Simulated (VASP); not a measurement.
# Ir (Fd-3m) in VASP: notebook, part 3 of 3

VASP 6.6.1. The steps go on from the part before.

## 5. Single point, PBE

This run uses another cell than the first one, of 22.48 Å³/atom.

File INCAR:

```
  PREC = Accurate
  ENCUT = 520
  EDIFF = 1E-7
  ISMEAR = -1
  SIGMA = 0.06122561905347299
  LREAL = F
  LASPH = T
  NELM = 60
  ALGO = Normal
  ISIF = 2
  LWAVE = F
  LCHARG = F
  GGA = PE
  NBANDS = 16
```

File KPOINTS:

```
Automatic mesh
0
Gamma
  17 17 17
```

File POSCAR:

```
Ir
1.0
    0.0000000000      2.8221645270      2.8221645270
    2.8221645270      0.0000000000      2.8221645270
    2.8221645270      2.8221645270      0.0000000000
Ir
2
Direct
    0.0000000000      0.0000000000      0.0000000000
    0.2500000000      0.2500000000      0.2500000000
```

Potentials or basis: VASP PAW PBE potentials, release 64 (Ir).

Command:

```
cat potpaw_PBE.64/Ir/POTCAR > POTCAR
mpirun -np 1 vasp_std > vasp.out
```

OUTCAR:

```text
PREC = Accurate
   ENCUT = 520
   EDIFF = 1E-7
   ISMEAR = -1
   LREAL = F
   LASPH = T
   NELM = 60
   ISIF = 2
   GGA = PE

 ion  position               nearest neighbor table
   1  0.000  0.000  0.000-   2 2.44   2 2.44   2 2.44   2 2.44
   2  0.250  0.250  0.250-   1 2.44   1 2.44   1 2.44   1 2.44

  LATTYP: Found a face centered cubic cell.
 ALAT       =     5.6443290540

  Lattice vectors:

 A1 = (   0.0000000000,   2.8221645270,   2.8221645270)
 A2 = (   2.8221645270,   0.0000000000,   2.8221645270)
 A3 = (   2.8221645270,   2.8221645270,   0.0000000000)

Analysis of symmetry for initial positions (statically):
=====================================================================
 Subroutine PRICEL returns:
 Original cell was already a primitive cell.

 Routine SETGRP: Setting up the symmetry group for a
 face centered cubic supercell.

 Subroutine GETGRP returns: Found 48 space group operations
 (whereof 24 operations were pure point group operations)
 out of a pool of 48 trial point group operations.

The static configuration has the point symmetry T_d .
[... 160 lines left out ...]

  energy without entropy =      -15.64528211  energy(sigma->0) =      -15.66042755

 E-fermi :   4.7051     XC(G=0): -10.9435

 val. band max:        4.7048736953   @ k =  -0.2353   0.2941   0.1176
 cond. band min:       4.7062231085   @ k =   0.4706   0.1765   0.0588
 fundamental gap:      0.0013494132
 Fermi energy:         4.7051128255

 k-point     1 :       0.0000    0.0000    0.0000
  band No.  band energies     occupation
      1      -2.9611      2.00000
      2      -0.0424      2.00000
      3      -0.0424      2.00000
      4       0.2796      2.00000
      5       0.2796      2.00000
      6       0.2796      2.00000
[... 433 lines left out ...]
      3      -0.1102      2.00000
      4       0.2504      2.00000
      5       0.4590      2.00000
      6       0.6748      2.00000
[... 8 lines left out ...]
     15      16.3735      0.00000
     16      16.4227      0.00000

 [... further k-points ...]

------------------------ aborting loop because EDIFF is reached ----------------------------------------

  FORCE on cell =-STRESS in cart. coord.  units (eV):
  Direction    XX          YY          ZZ          XY          YZ          ZX
  --------------------------------------------------------------------------------------
  -------------------------------------------------------------------------------------
  Total       -1.9611942     -1.9611942     -1.9611942      0.0000000      0.0000000      0.0000000
  in kB      -69.8963025    -69.8963025    -69.8963025      0.0000000      0.0000000      0.0000000
  external PRESSURE =     -69.8963025 kB  Pullay stress =       0.0000000 kB

 VOLUME and BASIS-vectors are now :
 -----------------------------------------------------------------------------
  energy-cutoff  :      520.00
  volume of cell :       44.95
      direct lattice vectors                 reciprocal lattice vectors
     0.000000000  2.822164527  2.822164527    -0.177168976  0.177168976  0.177168976
     2.822164527  0.000000000  2.822164527     0.177168976 -0.177168976  0.177168976
     2.822164527  2.822164527  0.000000000     0.177168976  0.177168976 -0.177168976

 POSITION                                       TOTAL-FORCE (eV/Angst)
 -----------------------------------------------------------------------------------
      0.00000      0.00000      0.00000        -0.000000     -0.000000     -0.000000
      1.41108      1.41108      1.41108         0.000000      0.000000      0.000000
 -----------------------------------------------------------------------------------
    total drift:                                0.000000     -0.000000      0.000000

  FREE ENERGIE OF THE ION-ELECTRON SYSTEM (eV)
  ---------------------------------------------------
  free  energy   TOTEN  =       -15.6755729882 eV

  energy  without entropy=      -15.6452821142  energy(sigma->0) =      -15.66042755
```

OSZICAR:

```text
N       E                     dE             d eps       ncg     rms          rms(c)
DAV:   1     0.138542118518E+03    0.13854E+03   -0.78180E+03  5288   0.103E+03
DAV:   2    -0.118433290704E+02   -0.15039E+03   -0.13194E+03  5296   0.282E+02
DAV:   3    -0.166135039636E+02   -0.47702E+01   -0.46862E+01  6944   0.586E+01
DAV:   4    -0.166626259085E+02   -0.49122E-01   -0.49110E-01  5864   0.564E+00
DAV:   5    -0.166638923299E+02   -0.12664E-02   -0.12664E-02  7288   0.916E-01    0.131E+01
DAV:   6    -0.157799715050E+02    0.88392E+00   -0.17581E+00  7120   0.149E+01    0.491E+00
DAV:   7    -0.156914622104E+02    0.88509E-01   -0.17175E-01  7496   0.400E+00    0.203E+00
DAV:   8    -0.156757507452E+02    0.15711E-01   -0.18626E-02  5904   0.106E+00    0.237E-01
DAV:   9    -0.156755302685E+02    0.22048E-03   -0.74505E-04  6336   0.223E-01    0.348E-02
DAV:  10    -0.156755746342E+02   -0.44366E-04   -0.46660E-05  6744   0.544E-02    0.828E-03
DAV:  11    -0.156755731411E+02    0.14932E-05   -0.37485E-06  7176   0.200E-02    0.166E-03
DAV:  12    -0.156755729232E+02    0.21784E-06   -0.12932E-07  5368   0.254E-03    0.491E-04
DAV:  13    -0.156755729882E+02   -0.64941E-07   -0.11197E-08  3592   0.114E-03
   1 F= -.15675573E+02 E0= -.15660428E+02  d E =-.302909E-01
```

stdout:

```text
POSCAR found type information on POSCAR Ir
 POSCAR found :  1 types and       2 ions
 scaLAPACK will be used
 LDA part: xc-table for (Slater+PW92), standard interpolation
 POSCAR, INCAR and KPOINTS ok, starting setup
 FFT: planning ... GRIDC
 FFT: planning ... GRID_SOFT
 FFT: planning ... GRID
 WAVECAR not read
 entering main loop
```

Wall time 3.2 min (1 thread of Intel Xeon 8259CL, shared host); peak memory 0.25 GiB.

Results:

```yaml
Free_energy: -15.6756 eV
Pressure: -7.0 GPa
Band_gap_on_the_k_mesh: zero (bands 9 and 10 overlap by 1.50 eV)
```

Caveat: the cell stands under tension; spin-orbit coupling is left out, which moves the levels of the heavy elements.

## 6. Summary

```csv
cell,gap on the mesh (eV),pressure (GPa)
"a = 3.939 Å, angles 60.0°, 2 atoms",none,-0.6
"a = 3.965 Å, angles 60.0°, 2 atoms",none,-4.0
"a = 3.991 Å, angles 60.0°, 2 atoms",none,-7.0
```

Alike in all rows: task single point; level PBE; potentials or basis VASP PAW PBE potentials, release 64 (Ir); no spin polarisation; k mesh 17 × 17 × 17; cutoff (eV) 520; smearing fermi-dirac 0.0612256 eV.

Caveats: spin-orbit coupling is left out, which moves the levels of the heavy elements; the cell stands under tension (at least some runs).

Absolute energies hang on the potentials; compare differences alone.
